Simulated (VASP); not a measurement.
Crystal: TaCrS3.

```
Ta Cr S
1.0
     4.28075    0.00000    0.00000
     0.00000    4.28075    0.00000
     0.00000    0.00000    4.30023
Ta Cr S
1 1 3
Direct
  0.50000 0.50000 0.50000
  0.00000 0.00000 0.00000
  0.50000 0.50000 0.00000
  0.50000 0.00000 0.50000
  0.00000 0.50000 0.50000
```

```yaml
Program: VASP 6.6.1
Task: relaxation of cell and atoms
Functional: PBE
Potentials_or_basis: VASP PAW PBE potentials, release 64 (Ta_pv, Cr_pv, S)
Cutoff: 600 eV
k_mesh: 4 × 4 × 4
Occupations: gaussian, width 0.1 eV
Spin: collinear spin, ferromagnetic start
Starting_moments: "[0.0, 4.61, 0.0, 0.0, 0.0] μB"
```

At the start: pressure 60.2 GPa; volume 15.76 Å³/atom.

Question: Where does the relaxation end?

Answer: Over 5 steps the energy falls by 878.1 meV/atom and the volume is 21.92 Å³/atom (+39.1 %); space group Pm-3m (No. 221, to 0.1 Å) before and after; moment 4.62 μB per cell.

Step by step:
```
step  energy change (eV)  largest force (eV/Å)  pressure (GPa)  volume (Å³)
   1              0.0000                0.0000           60.24        78.80
   2             -0.3719                0.0000          -14.91       167.55
   3             -4.3691                0.0000           -2.23       112.42
   4             -4.3868                0.0000           -0.78       110.55
   5             -4.3903                0.0000           -0.01       109.59
```

Final structure:
```xyz
5
Lattice="4.7833 0.0000 0.0000 0.0000 4.7833 0.0000 0.0000 0.0000 4.7900" Properties=species:S:1:pos:R:3 pbc="T T T"
Ta    2.3916    2.3916    2.3950
Cr    0.0000    0.0000    0.0000
S     2.3916    2.3916    0.0000
S     2.3916    0.0000    2.3950
S     0.0000    2.3916    2.3950
```

Caveat: the k points lie up to 0.33 Å⁻¹ apart in the final cell; the volume moved by over 15 % at a fixed basis, so the end points are rough; the highest band is partly filled, so the run has too few bands; a cell with one magnetic atom can't hold antiferromagnetic order, which such compounds often take.
